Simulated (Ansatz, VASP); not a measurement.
# One calculation of MgS, two programs

```xyz
2
Lattice="0.0000 2.6016 2.6016 2.6016 0.0000 2.6016 2.6016 2.6016 0.0000" Properties=species:S:1:pos:R:3 pbc="T T T"
S     2.6016    2.6016    2.6016
Mg    0.0000    0.0000    0.0000
```

Alike in both runs: task single point; functional HSE06; k mesh 6 × 6 × 6; occupations fermi-dirac, width 0.05 eV; no spin polarisation.

|  | VASP | Ansatz |
| --- | --- | --- |
| version | VASP 6.6.1 | Ansatz 0.2.0 |
| potentials or method | VASP PAW PBE potentials, release 64 (S, Mg), cutoff 520 eV | all-electron PAW datasets made for the crystal |

Ansatz gave:

- gap on the k mesh at the Fermi level (eV): 3.80
- least direct gap on the mesh (eV): 4.82
- pressure (GPa): -0.4

Task: Estimate VASP's values.

Result: gap on the k mesh at the Fermi level (eV): 3.75; least direct gap on the mesh (eV): 4.79; pressure (GPa): -0.7.

Ansatz ran all-electron here, and VASP with PAW potentials.
